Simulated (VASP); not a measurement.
# Se (Im-3m) in VASP: a series of runs

The runs below take Se through single point, with LDA.

Everything below comes from runs of VASP 6.6.1. Logs are shortened: lines on timing, memory, paths and dates and some standing lists are left out, and cuts for length are marked.

### Step 1. The cell of the first run

The structure is cubic, space group Im-3m (No. 229). Conventional cell: a = 2.859 Å, b = 2.859 Å, c = 2.859 Å, α = 90.00°, β = 90.00°, γ = 90.00°. Se (site symmetry m-3m) has 14 Se at 2.48 to 2.86 Å within 3.3 Å.

### Step 2. Single point, LDA

INCAR reads:

```
SYSTEM = Se
PREC = Accurate
ENCUT = 500
EDIFF = 1E-6
ISMEAR = 0
SIGMA = 0.1
LREAL = .FALSE.
LASPH = .TRUE.
NELM = 120
ALGO = Normal
ISIF = 2
LWAVE = .FALSE.
LCHARG = .FALSE.
NBANDS = 9
GGA_COMPAT = .FALSE.
```

KPOINTS reads:

```
regular mesh
0
G
  20 20 20
  0 0 0
```

POSCAR reads:

```
Se
1.0
   -1.4296863760      1.4296863760      1.4296863760
    1.4296863760     -1.4296863760      1.4296863760
    1.4296863760      1.4296863760     -1.4296863760
Se
1
Direct
    0.0000000000      0.0000000000      0.0000000000
```

Potentials or basis: VASP PAW LDA potentials, release 64 (Se).

On the command line:

```
$ cat potpaw_LDA.64/Se/POTCAR > POTCAR
$ mpirun -np 1 vasp_std > vasp.out
```

OUTCAR:

```text
SYSTEM = Se
   PREC = Accurate
   ENCUT = 500
   EDIFF = 1E-6
   ISMEAR = 0
   LREAL = .FALSE.
   LASPH = .TRUE.
   NELM = 120
   ISIF = 2

 ion  position               nearest neighbor table
   1  0.000  0.000  0.000-

  LATTYP: Found a body centered cubic cell.
 ALAT       =     2.8593727520

  Lattice vectors:

 A1 = (  -1.4296863760,   1.4296863760,   1.4296863760)
 A2 = (   1.4296863760,  -1.4296863760,   1.4296863760)
 A3 = (   1.4296863760,   1.4296863760,  -1.4296863760)

Analysis of symmetry for initial positions (statically):
=====================================================================
 Subroutine PRICEL returns:
 Original cell was already a primitive cell.

 Routine SETGRP: Setting up the symmetry group for a
 body centered cubic supercell.

 Subroutine GETGRP returns: Found 48 space group operations
 (whereof 48 operations were pure point group operations)
 out of a pool of 48 trial point group operations.

The static configuration has the point symmetry O_h .

Analysis of symmetry for dynamics (positions and initial velocities):
=====================================================================
 Subroutine PRICEL returns:
 Original cell was already a primitive cell.

 Routine SETGRP: Setting up the symmetry group for a
 body centered cubic supercell.

 Subroutine GETGRP returns: Found 48 space group operations
 (whereof 48 operations were pure point group operations)
 out of a pool of 48 trial point group operations.

The dynamic configuration has the point symmetry O_h .

 Subroutine INISYM returns: Found 48 space group operations
 (whereof 48 operations are pure point group operations),
 and found     1 'primitive' translations

----------------------------------------------------------------------------------------

                                     Primitive cell

  volume of cell :      11.6891

  direct lattice vectors                    reciprocal lattice vectors
    -1.429686376  1.429686376  1.429686376     0.000000000  0.349727051  0.349727051
     1.429686376 -1.429686376  1.429686376     0.349727051  0.000000000  0.349727051
     1.429686376  1.429686376 -1.429686376     0.349727051  0.349727051  0.000000000

  length of vectors
     2.476289442  2.476289442  2.476289442     0.494588739  0.494588739  0.494588739

  position of ions in fractional coordinates (direct lattice)
     0.000000000  0.000000000  0.000000000

  ion indices of the primitive-cell ions
   primitive index   ion index
                 1           1

----------------------------------------------------------------------------------------

 KPOINTS: regular mesh

Automatic generation of k-mesh.
 Grid dimensions read from file:
 generate k-points for:   20   20   20

 Generating k-lattice:

  Cartesian coordinates                     Fractional coordinates (reciprocal lattice)
     0.000000000  0.017486353  0.017486353     0.050000000  0.000000000  0.000000000
     0.017486353  0.000000000  0.017486353     0.000000000  0.050000000  0.000000000
     0.017486353  0.017486353  0.000000000     0.000000000  0.000000000  0.050000000

  Length of vectors
     0.024729437  0.024729437  0.024729437

  Shift w.r.t. Gamma in fractional coordinates (k-lattice)
     0.000000000  0.000000000  0.000000000

 Subroutine IBZKPT returns following result:
 ===========================================

 Found    256 irreducible k-points:

 Following reciprocal coordinates:
            Coordinates               Weight
  0.000000  0.000000  0.000000      1.000000
  0.050000  0.000000  0.000000     12.000000
  0.100000  0.000000  0.000000     12.000000
  0.150000  0.000000  0.000000     12.000000
  0.200000  0.000000  0.000000     12.000000
  0.250000  0.000000  0.000000     12.000000
[... 16 lines left out ...]
  0.200000  0.100000 -0.000000     48.000000
  0.250000  0.100000  0.000000     48.000000
 [... further k-points ...]
   k-points           NKPTS =    256   k-points in BZ     NKDIM =    256   number of bands    NBANDS=      9
   number of dos      NEDOS =    301   number of ions     NIONS =      1
   total plane-waves  NPLWV =   5832
   dimension x,y,z NGX =    18 NGY =   18 NGZ =   18
   dimension x,y,z NGXF=    36 NGYF=   36 NGZF=   36
   ions per type =               1
   NGX,Y,Z   is equivalent  to a cutoff of  12.08, 12.08, 12.08 a.u.
   NGXF,Y,Z  is equivalent  to a cutoff of  24.17, 24.17, 24.17 a.u.
 SYSTEM =  Se
   PREC   = accura    normal or accurate (medium, high low for compatibility)
   ISTART =      0    job   : 0-new  1-cont  2-samecut
   ICHARG =      2    charge: 1-file 2-atom 10-const
   ISPIN  =      1    spin polarized calculation?
   LNONCOLLINEAR =      F non collinear calculations
   LSORBIT =      F    spin-orbit coupling
   LASPH  =      T    aspherical Exc in radial PAW
   ENCUT  =  500.0 eV  36.75 Ry    6.06 a.u.   4.51  4.51  4.51*2*pi/ulx,y,z
   NELM   =    120;   NELMIN=  2; NELMDL= -5     # of ELM steps
   EDIFF  = 0.1E-05   stopping-criterion for ELM
   LREAL  =      F    real-space projection
   EDIFFG = 0.1E-04   stopping-criterion for IOM
   NSW    =      0    number of steps for IOM
   IBRION =     -1    ionic relax: 0-MD 1-quasi-New 2-CG
   NFREE  =      0    steps in history (QN), initial steepest desc. (CG)
   ISIF   =      2    stress and relaxation
   ISYM   =      2    0-nonsym 1-usesym 2-fastsym
   POTIM  = 0.5000    time-step for ionic-motion
   TEBEG  =    0.0;   TEEND  =   0.0 temperature during run
   PSTRESS=    0.0 pullay stress
   NELECT =       6.0000    total number of electrons
   NUPDOWN=      -1.0000    fix difference up-down
   EMIN   =  10.00;   EMAX   =-10.00  energy-range for DOS
   EFERMI =   0.00;   METHOD = LEGACY
   ISMEAR =     0;   SIGMA  =   0.10  broadening in eV -4-tet -1-fermi 0-gaus
   EFERMI_NEDOS =   21; number of points for ismear=-14 and -15
   IALGO  =     38    algorithm
   IMIX   =      4    mixing-type and parameters
     AMIX     =   0.40;   BMIX     =  1.00
     AMIX_MAG =   1.60;   BMIX_MAG =  1.00
  volume/ion in A,a.u.               =      11.69        78.88
  Fermi-wavevector in a.u.,A,eV,Ry     =   1.310784  2.477023 23.376915  1.718155
  Thomas-Fermi vector in A             =   2.441291
   LORBIT       =      0    0 simple, 1 ext, 2 COOP (PROOUT), +10 PAW based schemes
   GGA     = CA    functional components
   LHFCALC =     F    Hartree Fock is set to
   AEXX    =    0.0000 exact exchange contribution
   IVDW    =     0    specifies the selected vdW correction
   LEPSILON=     F    determine dielectric tensor
   LRPA    =     F    only Hartree local field effects (RPA)
 non-spin polarized calculation
 Gauss-broadening in eV      SIGMA  =   0.10
  energy-cutoff  :      500.00
  volume of cell :       11.69
 maximum number of plane-waves:       321
   NGX =  9   NGY =  9   NGZ =  9

 number of electron       5.9999999 magnetization

 Free energy of the ion-electron system (eV)
  ---------------------------------------------------
  ext. energy  EPLUGINS =         0.00000000
  ---------------------------------------------------
  free energy    TOTEN  =        -1.83333276 eV

  energy without entropy =       -1.83050779  energy(sigma->0) =       -1.83192028

 E-fermi :  14.6163     XC(G=0): -13.3622

 val. band max:       14.6090983817   @ k =   0.4000   0.1500   0.0500
 cond. band min:      14.6183807478   @ k =  -0.4000  -0.4500   0.2500
 fundamental gap:      0.0092823661
 Fermi energy:        14.6163094466

 k-point     1 :       0.0000    0.0000    0.0000
  band No.  band energies     occupation
      1      -8.5010      2.00000
      2      21.5045      0.00000
      3      21.5045      0.00000
      4      21.5045      0.00000
      5      28.5021      0.00000
      6      28.5021      0.00000
      7      28.5021      0.00000
      8      32.2244      0.00000
      9      32.2244      0.00000

 k-point     2 :       0.0500    0.0000    0.0000
  band No.  band energies     occupation
      1      -8.4104      2.00000
      2      20.8043      0.00000
      3      21.1336      0.00000
      4      21.4212      0.00000
      5      28.0062      0.00000
      6      28.3225      0.00000
      7      29.0254      0.00000
      8      30.9420      0.00000
      9      31.4953      0.00000

 k-point     3 :       0.1000    0.0000    0.0000
  band No.  band energies     occupation
      1      -8.1387      2.00000
      2      19.0385      0.00000
      3      20.2571      0.00000
      4      21.1780      0.00000
      5      26.9927      0.00000
      6      27.4593      0.00000
      7      30.3590      0.00000
      8      30.7293      0.00000
      9      30.8693      0.00000

 k-point     4 :       0.1500    0.0000    0.0000
  band No.  band energies     occupation
      1      -7.6863      2.00000
      2      16.7437      0.00000
      3      19.2139      0.00000
      4      20.7998      0.00000
      5      25.9162      0.00000
      6      26.3354      0.00000
      7      30.6148      0.00000
      8      31.2068      0.00000
      9      32.1658      0.00000
[... 205 lines left out ...]
 k-point    22 :       0.1500    0.1000    0.0000
  band No.  band energies     occupation
      1      -6.7837      2.00000
      2      14.1217      2.00000
      3      16.6628      0.00000
      4      19.2871      0.00000
      5      25.5096      0.00000
      6      26.6193      0.00000
      7      29.9321      0.00000
      8      32.6397      0.00000
      9      34.5561      0.00000

 k-point    23 :       0.2000    0.1000   -0.0000
  band No.  band energies     occupation
      1      -5.9748      2.00000
      2      11.8285      2.00000
      3      15.5443      0.00000
      4      18.6575      0.00000
      5      24.8522      0.00000
      6      26.3993      0.00000
      7      30.0262      0.00000
      8      34.2663      0.00000
      9      35.7975      0.00000

 k-point    24 :       0.2500    0.1000    0.0000
  band No.  band energies     occupation
      1      -4.9925      2.00000
      2       9.4943      2.00000
      3      14.6688      0.45793
      4      18.0880      0.00000
      5      24.2383      0.00000
      6      26.1745      0.00000
      7      30.3955      0.00000
      8      35.7639      0.00000
      9      37.5319      0.00000

 [... further k-points ...]
[... 5 lines left out ...]
  --------------------------------------------------------------------------------------
  -------------------------------------------------------------------------------------
  Total        9.2870264      9.2870264      9.2870264      0.0000000     -0.0000000      0.0000000
  in kB     1272.9312099   1272.9312099   1272.9312099      0.0000000     -0.0000000      0.0000000
  external PRESSURE =    1272.9312099 kB  Pullay stress =       0.0000000 kB

 VOLUME and BASIS-vectors are now :
 -----------------------------------------------------------------------------
  energy-cutoff  :      500.00
  volume of cell :       11.69
      direct lattice vectors                 reciprocal lattice vectors
    -1.429686376  1.429686376  1.429686376     0.000000000  0.349727051  0.349727051
     1.429686376 -1.429686376  1.429686376     0.349727051  0.000000000  0.349727051
     1.429686376  1.429686376 -1.429686376     0.349727051  0.349727051  0.000000000

 POSITION                                       TOTAL-FORCE (eV/Angst)
 -----------------------------------------------------------------------------------
      0.00000      0.00000      0.00000         0.000000      0.000000     -0.000000
 -----------------------------------------------------------------------------------
    total drift:                               -0.000000     -0.000000      0.000000

  FREE ENERGIE OF THE ION-ELECTRON SYSTEM (eV)
  ---------------------------------------------------
  free  energy   TOTEN  =        -1.8333327636 eV

  energy  without entropy=       -1.8305077916  energy(sigma->0) =       -1.83192028
```

Run time: 28 s. Hardware: 1 thread of Intel Xeon 8259CL, shared host; peak memory 0.13 GiB.

What came out:

| Quantity | Value |
| --- | --- |
| Free energy | -1.8333 eV |
| Pressure | 127.3 GPa |
| Band gap on the k mesh | zero (band 3 reaches 21.50 eV, above the bottom of band 4 at 6.73 eV) |

Levels at points of the mesh, in eV from the Fermi level:
```
           k point  band 1  band 2  band 3  band 4  band 5  band 6  band 7  band 8
(0.00, 0.00, 0.00)  -23.12    6.89    6.89    6.89   13.89   13.89   13.89   17.61
(0.50, 0.00, 0.00)  -15.28  -12.55    0.38    3.78    7.44    7.89   21.48   23.46
(0.50, 0.50, 0.50)   -8.29   -6.10   -6.10   -6.10    0.70    0.70   29.46   29.46
```

### Step 3. Single point, LDA

This run uses another cell than the first one, of 13.11 Å³/atom, 1.121 times its volume.

INCAR reads:

```
ALGO = Normal
EDIFF = 1E-6
ENCUT = 500
GGA = CA
GGA_COMPAT = False
ISIF = 2
ISMEAR = 0
LASPH = True
LCHARG = False
LREAL = False
LWAVE = False
NBANDS = 9
NELM = 120
PREC = Accurate
SIGMA = 0.1
```

KPOINTS reads:

```
k-points
0
Gamma
  20 20 20
```

POSCAR reads:

```
Se
1.0
   -1.4852701494      1.4852701494      1.4852701494
    1.4852701494     -1.4852701494      1.4852701494
    1.4852701494      1.4852701494     -1.4852701494
Se
1
Direct
    0.0000000000      0.0000000000      0.0000000000
```

Potentials or basis: VASP PAW LDA potentials, release 64 (Se).

On the command line:

```
$ cat potpaw_LDA.64/Se/POTCAR > POTCAR
$ mpirun -np 1 vasp_std > vasp.out
```

Wall time 38 s (1 thread of Intel Xeon 8259CL, shared host); peak memory 0.14 GiB.

Results (log left out):

```yaml
Free_energy: -2.7151 eV
Pressure: 76.3 GPa
Band_gap_on_the_k_mesh: zero (band 3 reaches 18.21 eV, above the bottom of band 4 at 5.55 eV)
```

Levels at points of the mesh, in eV from the Fermi level:
| k point | band 1 | band 2 | band 3 | band 4 | band 5 | band 6 | band 7 |
| --- | --- | --- | --- | --- | --- | --- | --- |
| (0.00, 0.00, 0.00) | -21.31 | 5.83 | 5.83 | 5.83 | 13.55 | 13.55 | 13.55 |
| (0.50, 0.00, 0.00) | -14.56 | -11.08 | 0.28 | 3.44 | 7.58 | 7.68 | 20.41 |
| (0.50, 0.50, 0.50) | -8.90 | -5.38 | -5.38 | -5.38 | 1.55 | 1.55 | 27.85 |

### Step 4. Single point, LDA

This run uses another cell than the first one, of 13.11 Å³/atom, 1.121 times its volume.

INCAR reads:

```
PREC = Accurate
ENCUT = 500
EDIFF = 1E-6
ISMEAR = 0
SIGMA = 0.1
LREAL = False
LASPH = True
NELM = 120
ALGO = Normal
ISIF = 2
LWAVE = False
LCHARG = True
LELF = True
LVHAR = True
NBANDS = 9
GGA_COMPAT = False
```

KPOINTS reads:

```
regular mesh
0
Gamma
  20 20 20
```

POSCAR is that of step 3.

On the command line:

```
$ cat potpaw_LDA.64/Se/POTCAR > POTCAR
$ mpirun -np 1 vasp_std > vasp.out
```

Run time: 35 s. Hardware: 1 thread of Intel Xeon 8259CL, shared host; peak memory 0.14 GiB.

The run converged. Its results:

| Quantity | Value |
| --- | --- |
| Free energy | -2.7151 eV |
| Pressure | 76.3 GPa |
| Band gap on the k mesh | zero (band 3 reaches 18.21 eV, above the bottom of band 4 at 5.55 eV) |

Levels at points of the mesh, in eV from the Fermi level:
```csv
k point,band 1,band 2,band 3,band 4,band 5,band 6
"(0.00, 0.00, 0.00)",-21.31,5.83,5.83,5.83,13.55,13.55
"(0.50, 0.00, 0.00)",-14.56,-11.08,0.28,3.44,7.58,7.68
"(0.50, 0.50, 0.50)",-8.90,-5.38,-5.38,-5.38,1.55,1.55
```
